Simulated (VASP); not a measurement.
# Hg (R-3m) in VASP: notebook

Runs on Hg. Level: LDA. Tasks: single point.

Everything below comes from runs of VASP 6.6.1. Logs are shortened: lines on timing, memory, paths and dates and some standing lists are left out, and cuts for length are marked.

## (1) The cell of the first run

Symmetry: R-3m, No. 166, trigonal system. Conventional cell: a = 3.460 Å, b = 3.460 Å, c = 6.769 Å, α = 90.00°, β = 90.00°, γ = 120.00°. Hg (site symmetry -3m) has 12 Hg at 3.01 to 3.46 Å within 4.0 Å.

## (2) Single point, LDA (zz strain of +1 %)

The input, INCAR:

```
SYSTEM = Hg
ALGO     = Normal         ! electronic algorithm
EDIFF    = 1E-7           ! SCF threshold, eV
ENCUT    = 520            ! plane-wave cutoff, eV
GGA      = CA             ! functional
ISIF     = 2              ! what is computed and relaxed
ISMEAR   = -1             ! smearing method
LASPH    = .True.         ! aspherical terms in the spheres
LCHARG   = .False.        ! write CHGCAR
LREAL    = .False.        ! projectors in reciprocal space
LWAVE    = .False.        ! write WAVECAR
NBANDS   = 12             ! bands
NELM     = 60             ! most SCF steps
PREC     = Accurate       ! precision mode
SIGMA    = 0.03           ! smearing width, eV
```

The input, KPOINTS:

```
k-points
0
Gamma
  12 12 12
  0 0 0
```

The input, POSCAR:

```
Hg
1.0
    1.7300004553      0.9988162286      2.2563400000
   -1.7300004553      0.9988162286      2.2563400000
    0.0000000000     -1.9976324571      2.2563400000
Hg
1
Direct
    0.0000000000      0.0000000000      0.0000000000
```

Potentials or basis: VASP PAW LDA potentials, release 64 (Hg).

Run with:

```
$ cat potpaw_LDA.64/Hg/POTCAR > POTCAR
$ mpirun -np 1 vasp_std > vasp.out
```

OUTCAR:

```text
SYSTEM = Hg
   EDIFF = 1E-7
   ENCUT = 520
   GGA = CA
   ISIF = 2
   ISMEAR = -1
   LASPH = .True.
   LREAL = .False.
   NELM = 60
   PREC = Accurate

 ion  position               nearest neighbor table
   1  0.000  0.000  0.000-

  LATTYP: Found a trigonal (rhomboedric) cell.
 ALAT       =     3.0135702463
 COS(alpha) =     0.3408871300

  Lattice vectors:

 A1 = (   1.7300004553,   0.9988162286,   2.2563400000)
 A2 = (  -1.7300004553,   0.9988162286,   2.2563400000)
 A3 = (   0.0000000000,  -1.9976324571,   2.2563400000)

Analysis of symmetry for initial positions (statically):
=====================================================================
 Subroutine PRICEL returns:
 Original cell was already a primitive cell.

 Routine SETGRP: Setting up the symmetry group for a
 trigonal (rhombohedral) supercell.

 Subroutine GETGRP returns: Found 12 space group operations
 (whereof 12 operations were pure point group operations)
 out of a pool of 12 trial point group operations.

The static configuration has the point symmetry D_3d.

Analysis of symmetry for dynamics (positions and initial velocities):
=====================================================================
 Subroutine PRICEL returns:
 Original cell was already a primitive cell.

 Routine SETGRP: Setting up the symmetry group for a
 trigonal (rhombohedral) supercell.

 Subroutine GETGRP returns: Found 12 space group operations
 (whereof 12 operations were pure point group operations)
 out of a pool of 12 trial point group operations.

The dynamic configuration has the point symmetry D_3d.

 Subroutine INISYM returns: Found 12 space group operations
 (whereof 12 operations are pure point group operations),
 and found     1 'primitive' translations

----------------------------------------------------------------------------------------

                                     Primitive cell

  volume of cell :      23.3931

  direct lattice vectors                    reciprocal lattice vectors
     1.730000455  0.998816229  2.256340000     0.289017265  0.166864196  0.147731873
    -1.730000455  0.998816229  2.256340000    -0.289017265  0.166864196  0.147731873
     0.000000000 -1.997632457  2.256340000     0.000000000 -0.333728391  0.147731873

  length of vectors
     3.013570246  3.013570246  3.013570246     0.364964855  0.364964855  0.364964855

  position of ions in fractional coordinates (direct lattice)
     0.000000000  0.000000000  0.000000000

  ion indices of the primitive-cell ions
   primitive index   ion index
                 1           1

----------------------------------------------------------------------------------------

 KPOINTS: k-points

Automatic generation of k-mesh.
 Grid dimensions read from file:
 generate k-points for:   12   12   12

 Generating k-lattice:

  Cartesian coordinates                     Fractional coordinates (reciprocal lattice)
     0.024084772  0.013905350  0.012310989     0.083333333  0.000000000  0.000000000
    -0.024084772  0.013905350  0.012310989     0.000000000  0.083333333  0.000000000
     0.000000000 -0.027810699  0.012310989     0.000000000  0.000000000  0.083333333

  Length of vectors
     0.030413738  0.030413738  0.030413738

  Shift w.r.t. Gamma in fractional coordinates (k-lattice)
     0.000000000  0.000000000  0.000000000

 Subroutine IBZKPT returns following result:
 ===========================================

 Found    189 irreducible k-points:

 Following reciprocal coordinates:
            Coordinates               Weight
  0.000000  0.000000  0.000000      1.000000
  0.083333 -0.000000 -0.000000      6.000000
  0.166667 -0.000000  0.000000      6.000000
  0.250000  0.000000  0.000000      6.000000
  0.333333 -0.000000 -0.000000      6.000000
  0.416667  0.000000  0.000000      6.000000
[... 16 lines left out ...]
  0.500000  0.166667  0.000000     12.000000
 -0.416667  0.166667 -0.000000     12.000000
 [... further k-points ...]
   k-points           NKPTS =    189   k-points in BZ     NKDIM =    189   number of bands    NBANDS=     12
   number of dos      NEDOS =    301   number of ions     NIONS =      1
   total plane-waves  NPLWV =  13824
   dimension x,y,z NGX =    24 NGY =   24 NGZ =   24
   dimension x,y,z NGXF=    48 NGYF=   48 NGZF=   48
   ions per type =               1
   NGX,Y,Z   is equivalent  to a cutoff of  13.24, 13.24, 13.24 a.u.
   NGXF,Y,Z  is equivalent  to a cutoff of  26.48, 26.48, 26.48 a.u.
 SYSTEM =  Hg
   PREC   = accura    normal or accurate (medium, high low for compatibility)
   ISTART =      0    job   : 0-new  1-cont  2-samecut
   ICHARG =      2    charge: 1-file 2-atom 10-const
   ISPIN  =      1    spin polarized calculation?
   LNONCOLLINEAR =      F non collinear calculations
   LSORBIT =      F    spin-orbit coupling
   LASPH  =      T    aspherical Exc in radial PAW
   ENCUT  =  520.0 eV  38.22 Ry    6.18 a.u.   5.60  5.60  5.60*2*pi/ulx,y,z
[... 13 lines left out ...]
   NUPDOWN=      -1.0000    fix difference up-down
   EMIN   =  10.00;   EMAX   =-10.00  energy-range for DOS
   EFERMI =   0.00;   METHOD = LEGACY
   ISMEAR =    -1;   SIGMA  =   0.03  broadening in eV -4-tet -1-fermi 0-gaus
   EFERMI_NEDOS =   21; number of points for ismear=-14 and -15
   IALGO  =     38    algorithm
   IMIX   =      4    mixing-type and parameters
     AMIX     =   0.40;   BMIX     =  1.00
     AMIX_MAG =   1.60;   BMIX_MAG =  1.00
  volume/ion in A,a.u.               =      23.39       157.86
  Fermi-wavevector in a.u.,A,eV,Ry     =   1.310507  2.476499 23.367038  1.717429
  Thomas-Fermi vector in A             =   2.441033
   LORBIT       =      0    0 simple, 1 ext, 2 COOP (PROOUT), +10 PAW based schemes
   GGA     = CA    functional components
   LHFCALC =     F    Hartree Fock is set to
   AEXX    =    0.0000 exact exchange contribution
   IVDW    =     0    specifies the selected vdW correction
   LEPSILON=     F    determine dielectric tensor
   LRPA    =     F    only Hartree local field effects (RPA)
 non-spin polarized calculation
  energy-cutoff  :      520.00
  volume of cell :       23.39
 maximum number of plane-waves:       648
   NGX = 11   NGY = 11   NGZ = 11

 number of electron      12.0000002 magnetization

 Free energy of the ion-electron system (eV)
  ---------------------------------------------------
  ext. energy  EPLUGINS =         0.00000000
  ---------------------------------------------------
  free energy    TOTEN  =        -0.95717410 eV

  energy without entropy =       -0.95576442  energy(sigma->0) =       -0.95646926

 E-fermi :   2.5195     XC(G=0): -11.2140

 val. band max:        2.4961747103   @ k =  -0.3333   0.5000   0.1667
 cond. band min:       2.5215325212   @ k =  -0.4167   0.2500   0.0833
 fundamental gap:      0.0253578109
 Fermi energy:         2.5195281367

 k-point     1 :       0.0000    0.0000    0.0000
  band No.  band energies     occupation
      1      -6.6591      2.00000
      2      -5.0592      2.00000
      3      -5.0592      2.00000
      4      -3.8142      2.00000
      5      -3.6236      2.00000
      6      -3.6236      2.00000
      7      14.8541      0.00000
      8      15.2478      0.00000
      9      15.2478      0.00000
     10      19.8255      0.00000
     11      21.0221      0.00000
     12      21.0221      0.00000

 k-point     2 :       0.0833   -0.0000   -0.0000
  band No.  band energies     occupation
      1      -6.5030      2.00000
      2      -5.0482      2.00000
      3      -5.0140      2.00000
      4      -3.8089      2.00000
      5      -3.6426      2.00000
      6      -3.6308      2.00000
      7      13.6106      0.00000
      8      15.0251      0.00000
      9      15.3313      0.00000
     10      20.3251      0.00000
     11      20.9482      0.00000
     12      21.9531      0.00000

 k-point     3 :       0.1667   -0.0000    0.0000
  band No.  band energies     occupation
      1      -6.1062      2.00000
      2      -5.0264      2.00000
      3      -4.8258      2.00000
      4      -3.7856      2.00000
      5      -3.6825      2.00000
      6      -3.6382      2.00000
      7      10.8714      0.00000
      8      15.2191      0.00000
      9      15.5042      0.00000
     10      20.5054      0.00000
     11      20.7702      0.00000
     12      22.1103      0.00000
[... 286 lines left out ...]
 k-point    23 :       0.5000    0.1667    0.0000
  band No.  band energies     occupation
      1      -5.4239      2.00000
      2      -4.8660      2.00000
      3      -4.0782      2.00000
      4      -3.7800      2.00000
      5      -3.3627      2.00000
      6       0.1391      2.00000
      7       2.1793      1.99998
      8      11.7576      0.00000
      9      14.5536      0.00000
     10      18.3791      0.00000
     11      20.7072      0.00000
     12      21.8225      0.00000

 k-point    24 :      -0.4167    0.1667   -0.0000
  band No.  band energies     occupation
      1      -5.3972      2.00000
      2      -4.8962      2.00000
      3      -3.9701      2.00000
      4      -3.8065      2.00000
      5      -3.4090      2.00000
      6      -0.1196      2.00000
      7       2.4268      1.91293
      8      10.8991      0.00000
      9      15.1910      0.00000
     10      18.3181      0.00000
     11      21.2981      0.00000
     12      22.6264      0.00000

 [... further k-points ...]
[... 5 lines left out ...]
  --------------------------------------------------------------------------------------
  -------------------------------------------------------------------------------------
  Total       -0.1762147     -0.1762147     -0.3746289      0.0000000     -0.0000000      0.0000000
  in kB      -12.0688271    -12.0688271    -25.6580841      0.0000000     -0.0000000      0.0000000
  external PRESSURE =     -16.5985794 kB  Pullay stress =       0.0000000 kB

 VOLUME and BASIS-vectors are now :
 -----------------------------------------------------------------------------
  energy-cutoff  :      520.00
  volume of cell :       23.39
      direct lattice vectors                 reciprocal lattice vectors
     1.730000455  0.998816229  2.256340000     0.289017265  0.166864196  0.147731873
    -1.730000455  0.998816229  2.256340000    -0.289017265  0.166864196  0.147731873
     0.000000000 -1.997632457  2.256340000     0.000000000 -0.333728391  0.147731873

 POSITION                                       TOTAL-FORCE (eV/Angst)
 -----------------------------------------------------------------------------------
      0.00000      0.00000      0.00000         0.000000      0.000000      0.000000
 -----------------------------------------------------------------------------------
    total drift:                                0.000000     -0.000000     -0.000000

  FREE ENERGIE OF THE ION-ELECTRON SYSTEM (eV)
  ---------------------------------------------------
  free  energy   TOTEN  =        -0.9571740964 eV

  energy  without entropy=       -0.9557644200  energy(sigma->0) =       -0.95646926
```

Run time: 28 s. Hardware: 1 thread of Intel Xeon 8259CL, shared host; peak memory 0.17 GiB.

What came out:

```
Free energy            : -0.9572 eV
Pressure               : -1.7 GPa
Band gap on the k mesh : zero (bands 6 and 7 overlap by 3.14 eV)
```

Stress tensor (GPa, compression positive):
```
-1.21  0.00  0.00
 0.00 -1.21  0.00
 0.00  0.00 -2.57
```

Levels at points of the mesh, in eV from the Fermi level:
| k point | band 4 | band 5 | band 6 | band 7 | band 8 | band 9 |
| --- | --- | --- | --- | --- | --- | --- |
| (0.00, 0.00, 0.00) | -6.33 | -6.14 | -6.14 | 12.33 | 12.73 | 12.73 |
| (0.50, 0.00, 0.00) | -6.17 | -5.79 | -2.09 | -1.94 | 12.42 | 12.63 |
| (0.50, 0.50, 0.00) | -5.84 | -5.35 | -0.10 | 0.82 | 4.86 | 9.86 |
| (0.50, 0.50, 0.50) | -5.45 | -5.45 | -0.21 | 1.21 | 9.51 | 9.51 |

Caveat: the cell differs from its parent crystal (zz strain of +1 %); spin-orbit coupling is left out, which moves the levels of the heavy elements.

## (3) Single point, LDA (23.62 Å³/atom)

This run uses another cell than the first one, of 23.62 Å³/atom.

The input, INCAR:

```
PREC = Accurate ; ENCUT = 520
EDIFF = 1E-7 ; ISMEAR = -1
SIGMA = 0.03 ; LREAL = F
LASPH = T ; NELM = 60
ALGO = Normal ; ISIF = 2
LWAVE = F ; LCHARG = F
NBANDS = 12
```

The input, KPOINTS:

```
Automatic mesh
0
Gamma
  12 12 12
```

The input, POSCAR:

```
Hg
1.0
    1.7414577458      1.0054310984      2.2487951332
   -1.7414577458      1.0054310984      2.2487951332
    0.0000000000     -2.0108621967      2.2487951332
Hg
1
Direct
    0.0000000000      0.0000000000      0.0000000000
```

Potentials or basis: VASP PAW LDA potentials, release 64 (Hg).

Run with:

```
$ cat potpaw_LDA.64/Hg/POTCAR > POTCAR
$ mpirun -np 1 vasp_std > vasp.out
```

Run time: 26 s. Hardware: 1 thread of Intel Xeon 8259CL, shared host; peak memory 0.17 GiB.

The run converged. Its results:

| Property | Result |
| --- | --- |
| Free energy | -0.9561 eV |
| Pressure | -1.9 GPa |
| Band gap on the k mesh | zero (bands 6 and 7 overlap by 3.11 eV) |

Stress tensor (GPa, compression positive):
```
-1.44  0.00  0.00
 0.00 -1.44  0.00
 0.00  0.00 -2.79
```

Levels at points of the mesh, in eV from the Fermi level:
```tsv
k point	band 2	band 3	band 4	band 5	band 6	band 7	band 8	band 9	band 10	band 11
(0.00, 0.00, 0.00)	-7.56	-7.56	-6.28	-6.11	-6.11	12.25	12.58	12.58	17.12	18.33
(0.50, 0.00, 0.00)	-7.58	-6.29	-6.17	-5.79	-2.12	-1.90	12.39	12.59	17.18	17.47
(0.50, 0.50, 0.00)	-7.85	-6.02	-5.84	-5.33	-0.05	0.80	4.76	9.97	10.13	15.45
(0.50, 0.50, 0.50)	-7.17	-7.17	-5.43	-5.43	-0.10	1.30	9.34	9.34	11.13	14.98
```

Caveat: spin-orbit coupling is left out, which moves the levels of the heavy elements.

## (4) Single point, LDA (zz strain of +2 %)

The input, INCAR:

```
PREC     = Accurate       # precision mode
ENCUT    = 520            # plane-wave cutoff, eV
EDIFF    = 1E-7           # SCF threshold, eV
ISMEAR   = -1             # smearing method
SIGMA    = 0.03           # smearing width, eV
LREAL    = False          # projectors in reciprocal space
LASPH    = True           # aspherical terms in the spheres
NELM     = 100            # most SCF steps
ALGO     = Normal         # electronic algorithm
ISIF     = 2              # what is computed and relaxed
LWAVE    = False          # write WAVECAR
LCHARG   = False          # write CHGCAR
GGA      = CA             # functional
NBANDS   = 12             # bands
```

The input, KPOINTS:

```
regular mesh
0
Gamma
  12 12 12
```

The input, POSCAR:

```
Hg
1.0
    1.7300004553      0.9988162286      2.2786800000
   -1.7300004553      0.9988162286      2.2786800000
    0.0000000000     -1.9976324571      2.2786800000
Hg
1
Direct
    0.0000000000      0.0000000000      0.0000000000
```

Run with:

```
$ cat potpaw_LDA.64/Hg/POTCAR > POTCAR
$ mpirun -np 1 vasp_std > vasp.out
```

Run time: 28 s. Hardware: 1 thread of Intel Xeon 8259CL, shared host; peak memory 0.17 GiB.

It converged, with:

```
Free energy            : -0.9531 eV
Pressure               : -2.2 GPa
Band gap on the k mesh : zero (bands 6 and 7 overlap by 2.98 eV)
```

Stress tensor (GPa, compression positive):
```
-1.61  0.00  0.00
 0.00 -1.61  0.00
 0.00  0.00 -3.36
```

Levels at points of the mesh, in eV from the Fermi level:
```tsv
k point	band 3	band 4	band 5	band 6	band 7	band 8	band 9	band 10
(0.00, 0.00, 0.00)	-7.50	-6.34	-6.13	-6.13	12.36	12.73	12.73	17.28
(0.50, 0.00, 0.00)	-6.35	-6.13	-5.76	-2.09	-1.88	12.37	12.54	16.75
(0.50, 0.50, 0.00)	-6.00	-5.81	-5.36	-0.08	0.76	4.93	9.67	10.27
(0.50, 0.50, 0.50)	-7.14	-5.46	-5.46	-0.26	1.04	9.57	9.57	11.27
```

Caveat: the cell differs from its parent crystal (zz strain of +2 %); spin-orbit coupling is left out, which moves the levels of the heavy elements.

## (5) Single point, LDA (equal xx and yy strain of +1 %)

The input, INCAR:

```
  PREC = Accurate
  ENCUT = 520
  EDIFF = 1E-6
  ISMEAR = -1
  SIGMA = 0.03
  LREAL = F
  LASPH = T
  NELM = 100
  ALGO = Normal
  ISIF = 2
  LWAVE = F
  LCHARG = F
  NBANDS = 12
```

KPOINTS is that of step 4.

The input, POSCAR:

```
Hg
1.0
    1.7473004598      1.0088043909      2.2340000000
   -1.7473004598      1.0088043909      2.2340000000
    0.0000000000     -2.0176087817      2.2340000000
Hg
1
Direct
    0.0000000000      0.0000000000      0.0000000000
```

Run with:

```
$ cat potpaw_LDA.64/Hg/POTCAR > POTCAR
$ mpirun -np 1 vasp_std > vasp.out
```

Wall time 25 s (1 thread of Intel Xeon 8259CL, shared host); peak memory 0.17 GiB.

Results (log left out):

- Free energy: -0.9572 eV
- Pressure: -1.7 GPa
- Band gap on the k mesh: zero (bands 6 and 7 overlap by 3.17 eV)

Stress tensor (GPa, compression positive):
```
-1.41  0.00  0.00
 0.00 -1.41  0.00
 0.00  0.00 -2.37
```

Levels at points of the mesh, in eV from the Fermi level:
```csv
k point,band 3,band 4,band 5,band 6,band 7,band 8,band 9,band 10
"(0.00, 0.00, 0.00)",-7.59,-6.25,-6.10,-6.10,12.20,12.52,12.52,17.04
"(0.50, 0.00, 0.00)",-6.26,-6.18,-5.80,-2.12,-1.90,12.41,12.61,17.39
"(0.50, 0.50, 0.00)",-6.03,-5.85,-5.32,-0.03,0.83,4.68,10.06,10.13
"(0.50, 0.50, 0.50)",-7.18,-5.41,-5.41,-0.01,1.44,9.22,9.22,11.07
```

Caveat: the cell differs from its parent crystal (equal xx and yy strain of +1 %); spin-orbit coupling is left out, which moves the levels of the heavy elements.

## (6) Single point, LDA (equal xx and yy strain of +2 %)

The input, INCAR:

```
PREC = Accurate ; ENCUT = 520
EDIFF = 1E-6 ; ISMEAR = -1
SIGMA = 0.03 ; LREAL = F
LASPH = T ; NELM = 100
ALGO = Normal ; ISIF = 2
LWAVE = F ; LCHARG = T
GGA = CA ; LELF = T
LVHAR = T ; NBANDS = 12
```

KPOINTS is that of step 5.

The input, POSCAR:

```
Hg
1.0
    1.7646004644      1.0187925532      2.2340000000
   -1.7646004644      1.0187925532      2.2340000000
    0.0000000000     -2.0375851062      2.2340000000
Hg
1
Direct
    0.0000000000      0.0000000000      0.0000000000
```

Potentials or basis: VASP PAW LDA potentials, release 64 (Hg).

Run with:

```
$ cat potpaw_LDA.64/Hg/POTCAR > POTCAR
$ mpirun -np 1 vasp_std > vasp.out
```

Wall time 36 s (1 thread of Intel Xeon 8259CL, shared host); peak memory 0.17 GiB.

Results (log left out):

| Quantity | Value |
| --- | --- |
| Free energy | -0.9525 eV |
| Pressure | -2.4 GPa |
| Band gap on the k mesh | zero (bands 6 and 7 overlap by 3.04 eV) |

Stress tensor (GPa, compression positive):
```
-2.01  0.00  0.00
 0.00 -2.01  0.00
 0.00  0.00 -3.06
```

Levels at points of the mesh, in eV from the Fermi level:
| k point | band 3 | band 4 | band 5 | band 6 | band 7 | band 8 | band 9 | band 10 |
| --- | --- | --- | --- | --- | --- | --- | --- | --- |
| (0.00, 0.00, 0.00) | -7.53 | -6.19 | -6.06 | -6.06 | 12.07 | 12.30 | 12.30 | 16.75 |
| (0.50, 0.00, 0.00) | -6.20 | -6.16 | -5.79 | -2.17 | -1.82 | 12.33 | 12.49 | 17.27 |
| (0.50, 0.50, 0.00) | -6.02 | -5.85 | -5.30 | 0.03 | 0.76 | 4.58 | 9.86 | 10.19 |
| (0.50, 0.50, 0.50) | -7.12 | -5.38 | -5.38 | 0.12 | 1.48 | 9.00 | 9.00 | 10.98 |

Caveat: the cell differs from its parent crystal (equal xx and yy strain of +2 %); spin-orbit coupling is left out, which moves the levels of the heavy elements.

## (7) The runs side by side

| cell | gap on the mesh (eV) | pressure (GPa) |
| --- | --- | --- |
| a = 3.014 Å, angles 70.1°, 1 atom | none | -1.7 |
| a = 3.017 Å, angles 70.5°, 1 atom | none | -1.9 |
| a = 3.030 Å, angles 69.6°, 1 atom | none | -2.2 |
| a = 3.010 Å, angles 71.0°, 1 atom | none | -1.7 |
| a = 3.024 Å, angles 71.4°, 1 atom | none | -2.4 |

Alike in all rows: task single point; level LDA; potentials or basis VASP PAW LDA potentials, release 64 (Hg); no spin polarisation; k mesh 12 × 12 × 12; cutoff (eV) 520; smearing fermi-dirac 0.03 eV.

Caveats: spin-orbit coupling is left out, which moves the levels of the heavy elements.

Absolute energies hang on the potentials; compare differences alone.
